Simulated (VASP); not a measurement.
# H3CCl in VASP: a series of runs, part 2 of 2

VASP 6.6.1. The steps go on from the part before.

## Step 3: Single point, PBE+D3(BJ)

Input file INCAR:

```
ALGO = Normal
EDIFF = 1E-6
ENCUT = 520
GGA = PE
ISIF = 2
ISMEAR = -1
IVDW = 12
LASPH = T
LCHARG = T
LELF = T
LREAL = Auto
LVHAR = T
LWAVE = F
NBANDS = 82
NELM = 100
PREC = Accurate
SIGMA = 0.05
```

Input file KPOINTS:

```
k-points
0
Gamma
  1 1 1
```

Input file POSCAR:

```
H3CCl
1.0
    9.8538750000      0.0000000000      0.0000000000
    0.0000000000      9.8538750000      0.0000000000
    0.0000000000      0.0000000000      9.8538750000
C Cl H
8 8 24
Direct
   -0.0375588284      0.2231304943      0.2119673732
    0.2085879920      0.6708122439      0.1819182809
    0.3978434880      0.2042851163      0.1998097195
    1.0032905837      0.5180297091      0.8456368687
    0.3523486953      0.4971648209      0.5992261927
    0.8584237166      0.9507528764      0.3063972295
    0.8308102143      1.0410929710      0.8224581700
    0.8156385178      0.5350889878      0.3373089267
    0.0399030838      0.2217198818      0.3737514430
    0.1613375449      0.7181641740      0.3488475346
    0.4498636323      0.3632581091      0.2793317350
    0.8767413835      0.5413098908      0.9714249470
    0.5036089863      0.5848968046      0.5055270135
    0.8862706296      0.9394273826      0.4791313062
    0.8454846444      0.8632746001      0.8248531669
    0.8981136862      0.5825018077      0.5078002309
   -0.0102497748      0.3213964050      0.1573898593
   -0.0228539534      0.1230581878      0.1680963073
   -0.1480534308      0.2238104299      0.2323248468
    0.1434664028      0.5771333612      0.1596732250
    0.1697910720      0.7543529830      0.1139450216
    0.3181590998      0.6599028301      0.1923710216
    0.4892795981      0.1801321815      0.1354289556
    0.3837576588      0.1222057312      0.2789866931
    0.3077469523      0.2278088569      0.1522852685
    1.0343139120      0.4171861324      0.8727734013
    0.9459019929      0.5358501097      0.7499892174
    1.0791490657      0.5964151159      0.8304347275
    0.3650340602      0.5181210438      0.7054077711
    0.2619578592      0.5625705623      0.5556189824
    0.3483401200      0.3986553513      0.5537821415
    0.7813271429      1.0153974959      0.2787228375
    0.9549745658      0.9619565907      0.2579695805
    0.8017658028      0.8642285395      0.2610242164
    0.7132929939      1.0657533204      0.8195659068
    0.8669888749      1.0821123670      0.9203587421
    0.8807905519      1.0603138359      0.7331836460
    0.7162968883      0.5370577565      0.3669114942
    0.8180741079      0.6183557230      0.2657228755
    0.8713729370      0.4382336898      0.3029468103
```

Potentials or basis: VASP PAW PBE potentials, release 64 (C, Cl, H).

Run with:

```
$ cat potpaw_PBE.64/C/POTCAR potpaw_PBE.64/Cl/POTCAR potpaw_PBE.64/H/POTCAR > POTCAR
$ mpirun -np 1 vasp_gam > vasp.out
```

OUTCAR:

```text
EDIFF = 1E-6
   ENCUT = 520
   GGA = PE
   ISIF = 2
   ISMEAR = -1
   IVDW = 12
   LASPH = T
   LREAL = Auto
   NELM = 100
   PREC = Accurate
 IVDW          = 12

 ion  position               nearest neighbor table
   1  0.962  0.223  0.212-  18 1.09  19 1.11  17 1.14   9 1.77
   2  0.209  0.671  0.182-  22 1.09  21 1.13  20 1.15  10 1.77
   3  0.398  0.204  0.200-  25 1.03  23 1.13  24 1.13  11 1.83
   4  0.003  0.518  0.846-  26 1.07  28 1.09  27 1.11  12 1.77
   5  0.352  0.497  0.599-  31 1.07  29 1.07  30 1.18  13 1.95
   6  0.858  0.951  0.306-  32 1.03  33 1.07  34 1.11  14 1.73
   7  0.831  0.041  0.822-  37 1.03  36 1.11  35 1.18  15 1.76
   8  0.816  0.535  0.337-  38 1.02  39 1.08  40 1.15  16 1.92
   9  0.040  0.222  0.374-   1 1.77
  10  0.161  0.718  0.349-   2 1.77
  11  0.450  0.363  0.279-   3 1.83
  12  0.877  0.541  0.971-   4 1.77
  13  0.504  0.585  0.506-   5 1.95
  14  0.886  0.939  0.479-   6 1.73
[... 24 lines left out ...]
  39  0.818  0.618  0.266-   8 1.08
  40  0.871  0.438  0.303-   8 1.15

  LATTYP: Found a simple cubic cell.
 ALAT       =     9.8538750000

  Lattice vectors:

 A1 = (   9.8538750000,   0.0000000000,   0.0000000000)
 A2 = (   0.0000000000,   9.8538750000,   0.0000000000)
 A3 = (   0.0000000000,   0.0000000000,   9.8538750000)

Analysis of symmetry for initial positions (statically):
=====================================================================
 Subroutine PRICEL returns:
 Original cell was already a primitive cell.

 Routine SETGRP: Setting up the symmetry group for a
 simple cubic supercell.

 Subroutine GETGRP returns: Found  1 space group operations
 (whereof  1 operations were pure point group operations)
 out of a pool of 48 trial point group operations.

The static configuration has the point symmetry C_1 .

Analysis of symmetry for dynamics (positions and initial velocities):
=====================================================================
 Subroutine PRICEL returns:
 Original cell was already a primitive cell.

 Routine SETGRP: Setting up the symmetry group for a
 simple cubic supercell.

 Subroutine GETGRP returns: Found  1 space group operations
 (whereof  1 operations were pure point group operations)
 out of a pool of 48 trial point group operations.

The dynamic configuration has the point symmetry C_1 .

 Subroutine INISYM returns: Found  1 space group operations
 (whereof  1 operations are pure point group operations),
 and found     1 'primitive' translations

----------------------------------------------------------------------------------------

                                     Primitive cell

  volume of cell :     956.8000

  direct lattice vectors                    reciprocal lattice vectors
     9.853875000  0.000000000  0.000000000     0.101482919  0.000000000  0.000000000
     0.000000000  9.853875000  0.000000000     0.000000000  0.101482919  0.000000000
     0.000000000  0.000000000  9.853875000     0.000000000  0.000000000  0.101482919

  length of vectors
     9.853875000  9.853875000  9.853875000     0.101482919  0.101482919  0.101482919

  position of ions in fractional coordinates (direct lattice)
     0.962441172  0.223130494  0.211967373
     0.208587992  0.670812244  0.181918281
     0.397843488  0.204285116  0.199809720
     0.003290584  0.518029709  0.845636869
     0.352348695  0.497164821  0.599226193
     0.858423717  0.950752876  0.306397229
[... 32 lines left out ...]
     0.818074108  0.618355723  0.265722876
     0.871372937  0.438233690  0.302946810

  ion indices of the primitive-cell ions
   primitive index   ion index
                 1           1
                 2           2
                 3           3
                 4           4
                 5           5
                 6           6
[... 32 lines left out ...]
                39          39
                40          40

----------------------------------------------------------------------------------------

 KPOINTS: k-points

Automatic generation of k-mesh.
 Grid dimensions read from file:
 generate k-points for:    1    1    1

 Generating k-lattice:

  Cartesian coordinates                     Fractional coordinates (reciprocal lattice)
     0.101482919  0.000000000  0.000000000     1.000000000  0.000000000  0.000000000
     0.000000000  0.101482919  0.000000000     0.000000000  1.000000000  0.000000000
     0.000000000  0.000000000  0.101482919     0.000000000  0.000000000  1.000000000

  Length of vectors
     0.101482919  0.101482919  0.101482919

  Shift w.r.t. Gamma in fractional coordinates (k-lattice)
     0.000000000  0.000000000  0.000000000

 Subroutine IBZKPT returns following result:
 ===========================================

 Found      1 irreducible k-points:

 Following reciprocal coordinates:
            Coordinates               Weight
  0.000000  0.000000  0.000000      1.000000
[... 7 lines left out ...]
   NGXF,Y,Z  is equivalent  to a cutoff of  26.99, 26.99, 26.99 a.u.
 SYSTEM =  unknown system
   PREC   = accura    normal or accurate (medium, high low for compatibility)
   ISTART =      0    job   : 0-new  1-cont  2-samecut
   ICHARG =      2    charge: 1-file 2-atom 10-const
   ISPIN  =      1    spin polarized calculation?
   LNONCOLLINEAR =      F non collinear calculations
   LSORBIT =      F    spin-orbit coupling
   LASPH  =      T    aspherical Exc in radial PAW
   ENCUT  =  520.0 eV  38.22 Ry    6.18 a.u.  18.32 18.32 18.32*2*pi/ulx,y,z
   NELM   =    100;   NELMIN=  2; NELMDL= -5     # of ELM steps
   EDIFF  = 0.1E-05   stopping-criterion for ELM
   LREAL  =      T    real-space projection
   EDIFFG = 0.1E-04   stopping-criterion for IOM
   NSW    =      0    number of steps for IOM
   IBRION =     -1    ionic relax: 0-MD 1-quasi-New 2-CG
   NFREE  =      0    steps in history (QN), initial steepest desc. (CG)
   ISIF   =      2    stress and relaxation
   ISYM   =      2    0-nonsym 1-usesym 2-fastsym
   POTIM  = 0.5000    time-step for ionic-motion
   TEBEG  =    0.0;   TEEND  =   0.0 temperature during run
   PSTRESS=    0.0 pullay stress
   NELECT =     112.0000    total number of electrons
   NUPDOWN=      -1.0000    fix difference up-down
   EMIN   =  10.00;   EMAX   =-10.00  energy-range for DOS
   EFERMI =   0.00;   METHOD = LEGACY
   ISMEAR =    -1;   SIGMA  =   0.05  broadening in eV -4-tet -1-fermi 0-gaus
   EFERMI_NEDOS =   21; number of points for ismear=-14 and -15
   IALGO  =     38    algorithm
   IMIX   =      4    mixing-type and parameters
     AMIX     =   0.40;   BMIX     =  1.00
     AMIX_MAG =   1.60;   BMIX_MAG =  1.00
  volume/ion in A,a.u.               =      23.92       161.42
  Fermi-wavevector in a.u.,A,eV,Ry     =   0.800830  1.513350  8.725811  0.641329
  Thomas-Fermi vector in A             =   1.908201
   LORBIT       =      0    0 simple, 1 ext, 2 COOP (PROOUT), +10 PAW based schemes
   GGA     = PE    functional components
   LHFCALC =     F    Hartree Fock is set to
   AEXX    =    0.0000 exact exchange contribution
   IVDW    =    12    specifies the selected vdW correction
   LEPSILON=     F    determine dielectric tensor
   LRPA    =     F    only Hartree local field effects (RPA)
 non-spin polarized calculation
  energy-cutoff  :      520.00
  volume of cell :      956.80
 maximum number of plane-waves:     12839
 NGX is ok and might be reduce to    80
   NGX = 37   NGY = 37   NGZ = 37

 number of electron     111.9999999 magnetization

 Free energy of the ion-electron system (eV)
  ---------------------------------------------------
  ext. energy  EPLUGINS =         0.00000000
  ---------------------------------------------------
  free energy    TOTEN  =      -176.46309234 eV

  energy without entropy =     -176.46309234  energy(sigma->0) =     -176.46309234

 E-fermi :  -2.4206     XC(G=0):  -4.8521

 val. band max:       -3.6841492829   @ k =   0.0000   0.0000   0.0000
 cond. band min:       0.7152165064   @ k =   0.0000   0.0000   0.0000
 fundamental gap:      4.3993657893
 Fermi energy:        -2.4205736031

 k-point     1 :       0.0000    0.0000    0.0000
  band No.  band energies     occupation
      1     -19.1838      2.00000
      2     -19.0626      2.00000
      3     -18.9587      2.00000
      4     -18.8684      2.00000
      5     -18.6888      2.00000
      6     -18.6599      2.00000
[... 60 lines left out ...]
     67       2.4688      0.00000
     68       2.7719      0.00000
 [bands above 68 left out]

------------------------ aborting loop because EDIFF is reached ----------------------------------------

 Edisp (eV)   -1.49710

 E8    (eV) :    -0.4101

  FORCE on cell =-STRESS in cart. coord.  units (eV):
  Direction    XX          YY          ZZ          XY          YZ          ZX
  --------------------------------------------------------------------------------------
  -------------------------------------------------------------------------------------
  Total      -2.07803     2.13821     1.60441    -0.52045     1.14386    -3.25235
  in kB      -3.47970     3.58047     2.68661    -0.87151     1.91542    -5.44611
  external pressure =        0.93 kB  Pullay stress =        0.00 kB

 VOLUME and BASIS-vectors are now :
 -----------------------------------------------------------------------------
  energy-cutoff  :      520.00
  volume of cell :      956.80
      direct lattice vectors                 reciprocal lattice vectors
     9.853875000  0.000000000  0.000000000     0.101482919  0.000000000  0.000000000
     0.000000000  9.853875000  0.000000000     0.000000000  0.101482919  0.000000000
     0.000000000  0.000000000  9.853875000     0.000000000  0.000000000  0.101482919

 POSITION                                       TOTAL-FORCE (eV/Angst)
 -----------------------------------------------------------------------------------
      9.48377      2.19870      2.08870        -0.949468      1.171983      0.093466
      2.05540      6.61010      1.79260        -1.701169     -0.134524     -0.286845
      3.92030      2.01300      1.96890         3.184826     -0.706758      1.744121
      0.03243      5.10460      8.33280        -1.386287      0.619550     -1.210067
      3.47200      4.89900      5.90470        -0.698462      3.405189     -2.747976
      8.45880      9.36860      3.01920        -0.087572     -2.631286     -0.405690
[... 32 lines left out ...]
      8.06120      6.09320      2.61840         1.016976      0.397688     -0.240877
      8.58640      4.31830      2.98520        -1.313232      1.526563      0.558703
 -----------------------------------------------------------------------------------
    total drift:                                0.011645     -0.006681     -0.006739

  FREE ENERGIE OF THE ION-ELECTRON SYSTEM (eV)
  ---------------------------------------------------
  free  energy   TOTEN  =      -177.9601919033 eV

  energy  without entropy=     -177.9601919033  energy(sigma->0) =     -177.96019190
```

Run time: 3.1 min. Hardware: 1 thread of Intel Xeon Platinum 8375C at 2.90GHz (Ice Lake), shared host; peak memory 0.91 GiB.

What came out:

| Item | Value |
| --- | --- |
| Free energy | -177.9602 eV |
| Pressure | 0.1 GPa |
| Largest force | 4.431 eV/Å |
| Band gap on the k mesh | 4.40 eV |
| Dispersion energy per atom | -0.037 eV |

Forces on the atoms (eV/Å):
```
C   -0.949  1.172  0.093
C   -1.701 -0.135 -0.287
C    3.185 -0.707  1.744
C   -1.386  0.620 -1.210
C   -0.698  3.405 -2.748
C   -0.088 -2.631 -0.406
C   -3.664 -0.277  2.391
C    3.512 -0.432  0.670
Cl   0.513  0.259  0.208
Cl  -0.289  0.449  0.562
Cl  -0.212 -0.500  0.099
Cl  -0.182  0.695  0.759
Cl  -1.282 -0.660  1.208
Cl  -0.355 -0.258  0.777
Cl  -0.032 -1.104  0.525
Cl  -0.648 -0.355 -1.568
H   -0.058 -1.481  0.180
H    0.671  0.348 -0.791
H    0.202  0.343 -0.149
H    1.337  0.859  0.014
H    0.777 -0.703  0.344
H    0.022 -0.355 -0.840
H   -1.227 -0.075  0.147
H    0.113  0.911 -0.639
H   -1.915  0.190 -1.462
H    0.809 -0.502 -0.833
H    0.246 -1.191  0.219
H    0.592  0.243  1.154
H    0.312 -0.422  0.545
H    1.470 -1.270  0.868
H    0.138 -0.856  0.266
H   -1.224  2.916 -0.198
H    0.405  0.123 -0.518
H    0.939 -0.842  0.624
H    2.152 -0.253 -0.292
H    0.364  0.083 -0.606
H    1.193  1.680 -1.924
H   -2.743 -1.211  0.758
H    1.017  0.398 -0.241
H   -1.313  1.527  0.559
```

Stress tensor (GPa, compression positive):
```
-0.35 -0.09 -0.54
-0.09  0.36  0.19
-0.54  0.19  0.27
```

Levels at points of the mesh, in eV from the valence-band top:
| k point | band 52 | band 53 | band 54 | band 55 | band 56 | band 57 | band 58 | band 59 | band 60 | band 61 |
| --- | --- | --- | --- | --- | --- | --- | --- | --- | --- | --- |
| (0.00, 0.00, 0.00) | -0.58 | -0.54 | -0.50 | -0.12 | 0.00 | 4.40 | 4.54 | 4.82 | 5.33 | 5.42 |

Caveat: the k points lie up to 0.64 Å⁻¹ apart.

## Step 4: Relaxation of the atoms, PBE+D3(BJ)

Input file INCAR:

```
SYSTEM = H3CCl
PREC = Accurate
ENCUT = 520
EDIFF = 1E-7
ISMEAR = -1
SIGMA = 0.05
LREAL = Auto
LASPH = .True.
NELM = 60
ALGO = Normal
ISIF = 2
LWAVE = .False.
LCHARG = .False.
GGA = PE
IVDW = 12
IBRION = 2
NSW = 35
EDIFFG = -0.3
```

Input file KPOINTS:

```
regular mesh
0
Gamma
  1 1 1
  0 0 0
```

Input file POSCAR:

```
H3CCl
1.0
    9.8538750000      0.0000000000      0.0000000000
    0.0000000000      9.8538750000      0.0000000000
    0.0000000000      0.0000000000      9.8538750000
C Cl H
8 8 24
Direct
    0.0008587000      0.2592094000      0.1955634000
    0.1337792000      0.6535080000      0.2417975000
    0.4564174000      0.1539291000      0.1861875000
    0.9723778000      0.5120557000      0.8360817000
    0.3906736000      0.5099113000      0.6245938000
    0.9086374000      0.9304852000      0.3164402000
    0.7867366000      1.0038156000      0.8253654000
    0.8099334000      0.5700571000      0.3397285000
    0.0177932000      0.2467794000      0.3747056000
    0.1916040000      0.7247040000      0.3971056000
    0.4112267000      0.3003670000      0.2813030000
    0.8277603000      0.5557181000      0.9346341000
    0.4784343000      0.5927114000      0.4905214000
    0.8410971000      0.9888402000      0.4731763000
    0.8892937000      0.8662715000      0.7697157000
    0.8731710000      0.5756206000      0.5085576000
    0.0136699000      0.3647227000      0.1656157000
    0.0783776000      0.1967004000      0.1478404000
   -0.0995584000      0.2236090000      0.1665279000
    0.0890740000      0.7335009000      0.1801807000
    0.2196235000      0.6085368000      0.1888600000
    0.0581968000      0.5760783000      0.2638424000
    0.4986674000      0.1858067000      0.0892711000
    0.5314518000      0.0961111000      0.2429409000
    0.3660507000      0.0926437000      0.1696950000
    0.9387909000      0.4634900000      0.7427686000
    1.0288235000      0.6040210000      0.8126234000
    1.0356605000      0.4426484000      0.8941503000
    0.4225412000      0.5538421000      0.7207633000
    0.2820899000      0.5243235000      0.6105971000
    0.4151149000      0.4022484000      0.6222813000
    0.9156770000      1.0156826000      0.2465410000
    1.0089330000      0.8878767000      0.3343106000
    0.8415328000      0.8531371000      0.2751090000
    0.6884911000      0.9646691000      0.8571367000
    0.8367570000      1.0537468000      0.9102116000
    0.7738737000      1.0749590000      0.7418957000
    0.7596133000      0.6657271000      0.3171636000
    0.8944140000      0.5545040000      0.2703371000
    0.7381055000      0.4866262000      0.3311216000
```

Run with:

```
$ cat potpaw_PBE.64/C/POTCAR potpaw_PBE.64/Cl/POTCAR potpaw_PBE.64/H/POTCAR > POTCAR
$ mpirun -np 1 vasp_gam > vasp.out
```

Wall time 8.7 min (1 thread of Intel Xeon Platinum 8375C at 2.90GHz (Ice Lake), shared host); peak memory 1.1 GiB.

It converged, with:

```yaml
Free_energy: -180.3741 eV
Energy_gained_by_relaxing: 1.9 meV/atom
Ionic_steps: 4
Pressure_after_relaxing: 0.0 GPa
Largest_force_after_relaxing: 0.287 eV/Å
Band_gap_on_the_k_mesh: 4.64 eV
Dispersion_energy_per_atom: -0.037 eV
```

Forces on the atoms (eV/Å):
```
C    0.068  0.112 -0.162
C    0.108 -0.157 -0.072
C   -0.009 -0.037 -0.002
C   -0.043 -0.065 -0.007
C    0.037 -0.062  0.056
C   -0.067  0.074 -0.177
C   -0.048  0.057  0.100
C   -0.176 -0.195 -0.045
Cl   0.142  0.193 -0.041
Cl   0.021  0.143 -0.043
Cl   0.060 -0.075 -0.098
Cl   0.130 -0.157  0.003
Cl   0.124 -0.092  0.139
Cl  -0.272 -0.058 -0.072
Cl   0.058  0.049  0.217
Cl  -0.052  0.022 -0.012
H   -0.014 -0.117 -0.067
H   -0.082  0.086  0.036
H    0.092  0.070  0.055
H    0.017 -0.044 -0.066
H    0.020  0.091  0.045
H    0.224  0.049  0.010
H   -0.051 -0.050  0.115
H   -0.097  0.077 -0.053
H    0.129  0.077  0.039
H    0.053  0.060  0.166
H   -0.092 -0.081  0.049
H   -0.033  0.076 -0.054
H   -0.052 -0.075 -0.106
H    0.144  0.015 -0.044
H   -0.056  0.129  0.014
H   -0.021 -0.113  0.048
H   -0.060  0.045  0.059
H    0.049  0.009 -0.082
H    0.137  0.049 -0.043
H   -0.097 -0.008 -0.083
H    0.050 -0.114  0.077
H   -0.121 -0.017  0.037
H   -0.184 -0.033 -0.003
H   -0.039  0.067  0.067
```

Stress tensor (GPa, compression positive):
```
 0.08  0.04 -0.03
 0.04  0.05 -0.14
-0.03 -0.14 -0.08
```

The path:
```
step  energy change (eV)  largest force (eV/Å)  pressure (GPa)
   1              0.0000                0.4000            0.53
   2             -0.0367                0.4731            0.07
   3             -0.0385                0.3568            0.15
   4             -0.0765                0.2871            0.02
```

Final structure:
```
CELL_PARAMETERS angstrom
9.85388 0.00000 0.00000
0.00000 9.85388 0.00000
0.00000 0.00000 9.85388
ATOMIC_POSITIONS crystal
C 0.00115 0.25944 0.19543
C 0.13511 0.65402 0.24118
C 0.45654 0.15351 0.18597
C 0.97305 0.51174 0.83599
C 0.39044 0.50965 0.62501
C 0.90842 0.93047 0.31582
C 0.78674 0.00396 0.82562
C 0.80840 0.56951 0.34022
Cl 0.01977 0.24938 0.37428
Cl 0.19101 0.72607 0.39645
Cl 0.41137 0.30143 0.28140
Cl 0.82704 0.55453 0.93615
Cl 0.48088 0.59201 0.49140
Cl 0.83824 0.98737 0.47133
Cl 0.89052 0.86590 0.77240
Cl 0.87260 0.57600 0.50841
H 0.01366 0.36578 0.16470
H 0.07952 0.19625 0.14745
H 0.89941 0.22405 0.16640
H 0.08856 0.73386 0.17951
H 0.22155 0.60784 0.18847
H 0.06011 0.57562 0.26466
H 0.49906 0.18641 0.08826
H 0.53215 0.09559 0.24398
H 0.36499 0.09183 0.16979
H 0.93820 0.46291 0.74205
H 0.02892 0.60528 0.81250
H 0.03637 0.44179 0.89522
H 0.42338 0.55453 0.72162
H 0.28094 0.52481 0.60957
H 0.41557 0.40106 0.62181
H 0.91538 0.01653 0.24573
H 0.00919 0.88814 0.33558
H 0.84070 0.85279 0.27466
H 0.68755 0.96393 0.85735
H 0.83739 0.05441 0.91118
H 0.77401 0.07546 0.74088
H 0.75882 0.66601 0.31756
H 0.89259 0.55412 0.26977
H 0.73648 0.48522 0.33149
```

Levels at points of the mesh, in eV from the valence-band top:
| k point | band 52 | band 53 | band 54 | band 55 | band 56 | band 57 | band 58 | band 59 | band 60 | band 61 |
| --- | --- | --- | --- | --- | --- | --- | --- | --- | --- | --- |
| (0.00, 0.00, 0.00) | -0.46 | -0.41 | -0.22 | -0.07 | 0.00 | 4.64 | 5.03 | 5.34 | 5.53 | 5.58 |

Caveat: the k points lie up to 0.64 Å⁻¹ apart; the relaxation stopped at a loose force limit of 0.3 eV/Å, so its end isn't a converged minimum.
